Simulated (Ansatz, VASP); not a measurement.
**Bi: VASP beside Ansatz**

```
Bi
1.0
    -1.99889    1.99889    1.99889
     1.99889   -1.99889    1.99889
     1.99889    1.99889   -1.99889
Bi
1
Direct
  0.00000 0.00000 0.00000
```

Alike in both runs: task single point; functional PBEsol; k mesh 10 × 10 × 10; occupations gaussian, width 0.1 eV; no spin polarisation.

|  | VASP | Ansatz |
| --- | --- | --- |
| version | VASP 6.6.1 | Ansatz 0.2.0 |
| potentials or method | VASP PAW PBE potentials, release 64 (Bi_d), cutoff 520 eV | plane waves, PAW |
| valence electrons in the cell | 15 | 15 |

|  | VASP | Ansatz | Ansatz less VASP |
| --- | --- | --- | --- |
| pressure (GPa) | -3.2 | -3.2 | +0.06 |

VASP's potentials were made for PBE, not for PBEsol. With one functional, cell and mesh, what is left measures potentials, basis and numerics.

Neither program's run includes spin-orbit coupling.
